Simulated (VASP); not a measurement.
# SnO2 (P2_1/c) in VASP: relaxation of the atoms with PBE

Aim: the relaxation of the atoms of SnO2 with PBE.

Everything below comes from runs of VASP 6.6.1. Logs are shortened: lines on timing, memory, paths and dates and some standing lists are left out, and cuts for length are marked.

## (1) The cell of the first run

It takes space group P2_1/c (No. 14, monoclinic). Conventional cell: a = 3.251 Å, b = 4.827 Å, c = 5.573 Å, α = 90.00°, β = 120.38°, γ = 90.00°. Within 2.7 Å of Sn (site symmetry -1) lie 6 O at 2.05 to 2.14 Å. O (site symmetry 1) has 3 Sn at 2.05 to 2.14 Å and 1 O at 2.64 Å within 2.7 Å.

## (2) Relaxation of the atoms, PBE (shear of c along a, cell held: +9.0 %)

Contents of INCAR:

```
SYSTEM = SnO2
  PREC = Accurate
  ENCUT = 520
  EDIFF = 1E-7
  ISMEAR = 0
  SIGMA = 0.02
  LREAL = .False.
  LASPH = .True.
  NELM = 120
  ALGO = Normal
  ISIF = 2
  LWAVE = .False.
  LCHARG = .False.
  GGA = PE
  IBRION = 2
  NSW = 60
  EDIFFG = -0.008
  GGA_COMPAT = .False.
  NELMIN = 4
  KPAR = 4
```

Contents of KPOINTS:

```
Automatic mesh
0
Gamma
  6 6 8
  0 0 0
```

Contents of POSCAR:

```
SnO2
1.0
    4.8271903440      0.0000000000      0.0000000000
    0.0000000000      4.8271903440      0.0000000000
    0.2914337027      0.0000000000      3.2381522517
Sn O
2 4
Direct
    0.5000000000      0.5000000000      0.5000000000
    0.0000000000      0.0000000000      0.0000000000
    0.1956178045      0.8084423283      0.4929638125
    0.8043821955      0.1915576717      0.5070361875
    0.3043821955      0.3084423283      0.0070361875
    0.6956178045      0.6915576717     -0.0070361875
```

Potentials or basis: VASP PAW PBE potentials, release 64 (Sn_d, O).

On the command line:

```sh
$ cat potpaw_PBE.64/Sn_d/POTCAR potpaw_PBE.64/O/POTCAR > POTCAR
$ mpirun -np 4 vasp_std > vasp.out
```

OUTCAR:

```text
SYSTEM = SnO2
   PREC = Accurate
   ENCUT = 520
   EDIFF = 1E-7
   ISMEAR = 0
   LREAL = .False.
   LASPH = .True.
   NELM = 120
   ISIF = 2
   GGA = PE
   IBRION = 2
   NSW = 60
   EDIFFG = -0.008
   NELMIN = 4

 ion  position               nearest neighbor table
   1  0.500  0.500  0.500-   5 2.05   6 2.05   4 2.09   3 2.09   6 2.14   5 2.14   2 3.69   2 3.69
                             2 3.69   2 3.69
   2  0.000  0.000  0.000-   4 2.05   3 2.05   6 2.09   5 2.09   4 2.14   3 2.14   1 3.69   1 3.69
                             1 3.69   1 3.69
   3  0.196  0.808  0.493-   2 2.05   1 2.09   2 2.14
   4  0.804  0.192  0.507-   2 2.05   1 2.09   2 2.14
   5  0.304  0.308  0.007-   1 2.05   2 2.09   1 2.14
   6  0.696  0.692  0.993-   1 2.05   2 2.09   1 2.14

  LATTYP: Found a simple monoclinic cell.
 ALAT       =     3.2512403184
 B/A-ratio  =     1.4847227123
 C/A-ratio  =     1.4847227123
 COS(beta)  =    -0.0896376995

  Lattice vectors:

 A1 = (   0.2914337027,   0.0000000000,   3.2381522517)
 A2 = (   0.0000000000,   4.8271903440,   0.0000000000)
 A3 = (  -4.8271903440,   0.0000000000,   0.0000000000)

Analysis of symmetry for initial positions (statically):
=====================================================================
 Subroutine PRICEL returns:
 Original cell was already a primitive cell.

 Routine SETGRP: Setting up the symmetry group for a
 simple monoclinic supercell.

 Subroutine GETGRP returns: Found  4 space group operations
 (whereof  2 operations were pure point group operations)
 out of a pool of  4 trial point group operations.

The static configuration has the point symmetry S_2 .
 The point group associated with its full space group is C_2h.

Analysis of symmetry for dynamics (positions and initial velocities):
=====================================================================
 Subroutine PRICEL returns:
 Original cell was already a primitive cell.

 Routine SETGRP: Setting up the symmetry group for a
 simple monoclinic supercell.

 Subroutine GETGRP returns: Found  4 space group operations
 (whereof  2 operations were pure point group operations)
 out of a pool of  4 trial point group operations.

The dynamic configuration has the point symmetry S_2 .
 The point group associated with its full space group is C_2h.

 Subroutine INISYM returns: Found  4 space group operations
 (whereof  2 operations are pure point group operations),
 and found     1 'primitive' translations

----------------------------------------------------------------------------------------

                                     Primitive cell

  volume of cell :      75.4547

  direct lattice vectors                    reciprocal lattice vectors
     4.827190344  0.000000000  0.000000000     0.207159844  0.000000000 -0.018644386
     0.000000000  4.827190344  0.000000000     0.000000000  0.207159844  0.000000000
     0.291433703  0.000000000  3.238152252     0.000000000  0.000000000  0.308818092

  length of vectors
     4.827190344  4.827190344  3.251240318     0.207997150  0.207159844  0.308818092

  position of ions in fractional coordinates (direct lattice)
     0.500000000  0.500000000  0.500000000
     0.000000000  0.000000000  0.000000000
     0.195617805  0.808442328  0.492963813
     0.804382195  0.191557672  0.507036187
     0.304382195  0.308442328  0.007036187
     0.695617805  0.691557672  0.992963813

  ion indices of the primitive-cell ions
   primitive index   ion index
                 1           1
                 2           2
                 3           3
                 4           4
                 5           5
                 6           6

----------------------------------------------------------------------------------------

 KPOINTS: Automatic mesh

Automatic generation of k-mesh.
 Grid dimensions read from file:
 generate k-points for:    6    6    8

 Generating k-lattice:

  Cartesian coordinates                     Fractional coordinates (reciprocal lattice)
     0.034526641  0.000000000 -0.003107398     0.166666667  0.000000000 -0.000000000
     0.000000000  0.034526641  0.000000000     0.000000000  0.166666667  0.000000000
     0.000000000  0.000000000  0.038602262     0.000000000  0.000000000  0.125000000

  Length of vectors
     0.034666192  0.034526641  0.038602262

  Shift w.r.t. Gamma in fractional coordinates (k-lattice)
     0.000000000  0.000000000  0.000000000

 Subroutine IBZKPT returns following result:
 ===========================================

 Found    104 irreducible k-points:

 Following reciprocal coordinates:
            Coordinates               Weight
  0.000000  0.000000  0.000000      1.000000
  0.166667  0.000000  0.000000      2.000000
  0.333333  0.000000  0.000000      2.000000
  0.500000  0.000000 -0.000000      1.000000
  0.000000  0.166667  0.000000      2.000000
  0.166667  0.166667  0.000000      4.000000
[... 16 lines left out ...]
  0.000000  0.166667  0.125000      4.000000
  0.166667  0.166667  0.125000      4.000000
 [... further k-points ...]
   k-points           NKPTS =    104   k-points in BZ     NKDIM =    104   number of bands    NBANDS=     31
   number of dos      NEDOS =    301   number of ions     NIONS =      6
   total plane-waves  NPLWV =  31104
   dimension x,y,z NGX =    36 NGY =   36 NGZ =   24
   dimension x,y,z NGXF=    72 NGYF=   72 NGZF=   48
   ions per type =               2   4
   NGX,Y,Z   is equivalent  to a cutoff of  12.40, 12.40, 12.27 a.u.
   NGXF,Y,Z  is equivalent  to a cutoff of  24.80, 24.80, 24.54 a.u.
 SYSTEM =  SnO2
   PREC   = accura    normal or accurate (medium, high low for compatibility)
   ISTART =      0    job   : 0-new  1-cont  2-samecut
   ICHARG =      2    charge: 1-file 2-atom 10-const
   ISPIN  =      1    spin polarized calculation?
   LNONCOLLINEAR =      F non collinear calculations
   LSORBIT =      F    spin-orbit coupling
   LASPH  =      T    aspherical Exc in radial PAW
   ENCUT  =  520.0 eV  38.22 Ry    6.18 a.u.   8.98  8.98  6.05*2*pi/ulx,y,z
   NELM   =    120;   NELMIN=  4; NELMDL= -5     # of ELM steps
   EDIFF  = 0.1E-06   stopping-criterion for ELM
   LREAL  =      F    real-space projection
   EDIFFG = -.8E-02   stopping-criterion for IOM
   NSW    =     60    number of steps for IOM
   IBRION =      2    ionic relax: 0-MD 1-quasi-New 2-CG
   NFREE  =      1    steps in history (QN), initial steepest desc. (CG)
   ISIF   =      2    stress and relaxation
   ISYM   =      2    0-nonsym 1-usesym 2-fastsym
   POTIM  = 0.5000    time-step for ionic-motion
   TEBEG  =    0.0;   TEEND  =   0.0 temperature during run
   PSTRESS=    0.0 pullay stress
   NELECT =      52.0000    total number of electrons
   NUPDOWN=      -1.0000    fix difference up-down
   EMIN   =  10.00;   EMAX   =-10.00  energy-range for DOS
   EFERMI =   0.00;   METHOD = LEGACY
   ISMEAR =     0;   SIGMA  =   0.02  broadening in eV -4-tet -1-fermi 0-gaus
   EFERMI_NEDOS =   21; number of points for ismear=-14 and -15
   IALGO  =     38    algorithm
   IMIX   =      4    mixing-type and parameters
     AMIX     =   0.40;   BMIX     =  1.00
     AMIX_MAG =   1.60;   BMIX_MAG =  1.00
  volume/ion in A,a.u.               =      12.58        84.87
  Fermi-wavevector in a.u.,A,eV,Ry     =   1.446041  2.732621 28.450248  2.091034
  Thomas-Fermi vector in A             =   2.564154
   LORBIT       =      0    0 simple, 1 ext, 2 COOP (PROOUT), +10 PAW based schemes
   GGA     = PE    functional components
   LHFCALC =     F    Hartree Fock is set to
   AEXX    =    0.0000 exact exchange contribution
   IVDW    =     0    specifies the selected vdW correction
   LEPSILON=     F    determine dielectric tensor
   LRPA    =     F    only Hartree local field effects (RPA)
 conjugate gradient relaxation of ions
 non-spin polarized calculation
 Gauss-broadening in eV      SIGMA  =   0.02
  energy-cutoff  :      520.00
  volume of cell :       75.45
 maximum number of plane-waves:      2052
   NGX = 17   NGY = 17   NGZ = 13

--------------------------------------- Ionic step        1  -------------------------------------------

 number of electron      52.0000020 magnetization

 Free energy of the ion-electron system (eV)
  ---------------------------------------------------
  ext. energy  EPLUGINS =         0.00000000
  ---------------------------------------------------
  free energy    TOTEN  =       -37.14696385 eV

  energy without entropy =      -37.14696385  energy(sigma->0) =      -37.14696385

------------------------ aborting loop because EDIFF is reached ----------------------------------------

  FORCE on cell =-STRESS in cart. coord.  units (eV):
  Direction    XX          YY          ZZ          XY          YZ          ZX
  --------------------------------------------------------------------------------------
  -------------------------------------------------------------------------------------
  Total        0.3003220      0.5299437      0.5851536      0.0000000      0.0000000     -3.7847804
  in kB        6.3769303     11.2526341     12.4249425      0.0000000      0.0000000    -80.3646677
  external PRESSURE =      10.0181689 kB  Pullay stress =       0.0000000 kB
[... 101 lines left out ...]
  FREE ENERGIE OF THE ION-ELECTRON SYSTEM (eV)
  ---------------------------------------------------
  free  energy   TOTEN  =       -37.1502173289 eV

  energy  without entropy=      -37.1502173289  energy(sigma->0) =      -37.15021733

[... ionic steps 4 to 8 ...]

--------------------------------------- Ionic step        9  -------------------------------------------

 number of electron      52.0000072 magnetization

------------------------ aborting loop because EDIFF is reached ----------------------------------------
[... 75 lines left out ...]
--------------------------------------- Ionic step       11  -------------------------------------------

 number of electron      52.0000073 magnetization

 Free energy of the ion-electron system (eV)
  ---------------------------------------------------
  ext. energy  EPLUGINS =         0.00000000
  ---------------------------------------------------
  free energy    TOTEN  =       -37.15137210 eV

  energy without entropy =      -37.15137210  energy(sigma->0) =      -37.15137210

 E-fermi :   5.6864     XC(G=0): -10.9830

 val. band max:        5.5662365982   @ k =   0.0000   0.0000   0.0000
 cond. band min:       6.2077180665   @ k =   0.0000   0.0000   0.0000
 fundamental gap:      0.6414814683
 Fermi energy:         5.6864008949

 k-point     1 :       0.0000    0.0000    0.0000
  band No.  band energies     occupation
      1     -15.4966      2.00000
      2     -14.8333      2.00000
      3     -14.6539      2.00000
      4     -14.6533      2.00000
      5     -14.6290      2.00000
      6     -14.5496      2.00000
[... 805 lines left out ...]
     30      12.4143      0.00000
     31      15.1122      0.00000

 [... further k-points ...]

------------------------ aborting loop because EDIFF is reached ----------------------------------------

  FORCE on cell =-STRESS in cart. coord.  units (eV):
  Direction    XX          YY          ZZ          XY          YZ          ZX
  --------------------------------------------------------------------------------------
  -------------------------------------------------------------------------------------
  Total        0.1152629      0.5157478      0.2775436      0.0000000      0.0000000     -3.5116336
  in kB        2.4474509     10.9512026      5.8932622      0.0000000      0.0000000    -74.5647665
  external PRESSURE =       6.4306385 kB  Pullay stress =       0.0000000 kB
[... 21 lines left out ...]
  FREE ENERGIE OF THE ION-ELECTRON SYSTEM (eV)
  ---------------------------------------------------
  free  energy   TOTEN  =       -37.1513721045 eV

  energy  without entropy=      -37.1513721045  energy(sigma->0) =      -37.15137210

 reached required accuracy - stopping structural energy minimisation
```

Wall time 2 min (4 MPI ranks of Intel Xeon 6975P-C (Granite Rapids), shared host); peak memory 0.31 GiB.

Results:

| Property | Result |
| --- | --- |
| Free energy | -37.1514 eV |
| Energy gained by relaxing | 0.7 meV/atom |
| Ionic steps | 11 |
| Pressure after relaxing | 0.6 GPa |
| Largest force after relaxing | 0.006 eV/Å |
| Band gap on the k mesh | 0.64 eV |

Forces in eV/Å, atoms in the order of the input:
```
Sn   0.000  0.000  0.000
Sn   0.000  0.000  0.000
O   -0.004  0.003 -0.004
O    0.004 -0.003  0.004
O    0.004  0.003  0.004
O   -0.004 -0.003 -0.004
```

Step by step:
| step | energy change (eV) | largest force (eV/Å) | pressure (GPa) |
| --- | --- | --- | --- |
| 1 | 0.0000 | 0.1470 | 1.00 |
| 2 | -0.0028 | 0.0604 | 0.79 |
| 3 | -0.0033 | 0.0453 | 0.68 |
| 4 | -0.0035 | 0.0176 | 0.70 |
| 5 | -0.0035 | 0.0185 | 0.70 |
| 6 | -0.0036 | 0.0177 | 0.70 |
| 7 | -0.0038 | 0.0154 | 0.70 |
| 8 | -0.0041 | 0.0128 | 0.70 |
| 9 | -0.0044 | 0.0178 | 0.69 |
| 10 | -0.0043 | 0.0281 | 0.59 |
| 11 | -0.0044 | 0.0057 | 0.64 |

Final structure:
```yaml
crystal:
  lattice:
    - [4.82719, 0.00000, 0.00000]
    - [0.00000, 4.82719, 0.00000]
    - [0.29143, 0.00000, 3.23815]
  atoms:
    - { symbol: Sn, position: [0.50000, 0.50000, 0.50000] }
    - { symbol: Sn, position: [0.00000, 0.00000, 0.00000] }
    - { symbol: O, position: [0.20023, 0.81236, 0.48894] }
    - { symbol: O, position: [0.79977, 0.18764, 0.51106] }
    - { symbol: O, position: [0.29977, 0.31236, 0.01106] }
    - { symbol: O, position: [0.70023, 0.68764, 0.98894] }
```

Levels at points of the mesh, in eV from the valence-band top:
```tsv
k point	band 24	band 25	band 26	band 27	band 28	band 29
(0.00, 0.00, 0.00)	-0.74	-0.69	0.00	0.64	5.62	5.83
(0.50, 0.00, 0.00)	-1.24	-0.56	-0.56	3.75	3.75	6.60
(0.00, 0.50, 0.00)	-1.30	-0.56	-0.56	3.83	3.83	6.80
(0.50, 0.50, 0.00)	-1.37	-0.86	-0.86	4.20	4.20	6.98
(0.00, 0.00, 0.50)	-1.56	-1.15	-1.15	5.50	5.50	9.00
(0.50, 0.00, 0.50)	-1.00	-0.70	-0.55	5.59	5.96	7.25
(0.00, 0.50, 0.50)	-1.06	-0.72	-0.72	5.73	5.73	7.44
(0.50, 0.50, 0.50)	-1.02	-0.67	-0.67	4.27	4.27	8.48
```

Caveat: the cell differs from its parent crystal (shear of c along a, cell held: +9.0 %); semilocal functionals underestimate gaps, and a narrow one can read as zero; spin-orbit coupling is left out, which moves the levels of the heavy elements.
